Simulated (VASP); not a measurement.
A run of VASP 6.6.1 is set up as follows.

Contents of INCAR:

```
PREC = Accurate
ENCUT = 400
EDIFF = 1E-6
ISMEAR = -1
SIGMA = 0.05
LREAL = False
LASPH = True
NELM = 120
ALGO = Normal
ISIF = 2
LWAVE = False
LCHARG = False
GGA = PS
NBANDS = 96
GGA_COMPAT = False
```

KPOINTS

```
Automatic mesh
0
Gamma
  6 6 1
```

POSCAR

```
In2GaSbAs2
1.0
    3.0436690000     -3.0436690000      0.0000000000
    0.0000000000      3.0436690000     -3.0436690000
   18.3273339203     18.3273339203     18.3273339203
In Ga As Sb
6 3 6 3
Direct
    0.0000000000      0.0000000000      0.0034440000
    0.0000000000      0.0000000000      0.3349040000
    0.3333330000      0.6666670000      0.1136660000
    0.3333330000      0.6666670000      0.4454410000
    0.6666670000      0.3333330000      0.2243210000
    0.6666670000      0.3333330000      0.5559360000
    0.0000000000      0.0000000000      0.6603800000
    0.3333330000      0.6666670000      0.7720310000
    0.6666670000      0.3333330000      0.8835740000
    0.0000000000      0.0000000000      0.0857200000
    0.0000000000      0.0000000000      0.4177890000
    0.3333330000      0.6666670000      0.1964680000
    0.3333330000      0.6666670000      0.5283740000
    0.6666670000      0.3333330000      0.3071480000
    0.6666670000      0.3333330000      0.6393340000
    0.0000000000      0.0000000000      0.7443670000
    0.3333330000      0.6666670000      0.8555290000
    0.6666670000      0.3333330000      0.9666310000
```

Potentials or basis: VASP PAW PBE potentials, release 64 (In_d, Ga_d, As, Sb).

Launch:

```sh
$ cat potpaw_PBE.64/In_d/POTCAR potpaw_PBE.64/Ga_d/POTCAR potpaw_PBE.64/As/POTCAR potpaw_PBE.64/Sb/POTCAR > POTCAR
$ mpirun -np 1 vasp_std > vasp.out
```

(1) Predict the band gap on the k mesh.

(2) What does it give for the pressure?

(3) What does it give for the largest force?

Results:

(1) 0.19 eV.

(2) 0.2 GPa.

(3) 0.023 eV/Å.

Caveat: the PAW data sets were made with another functional, which shifts forces and pressure a little; spin-orbit coupling is left out, which moves the levels of the heavy elements.
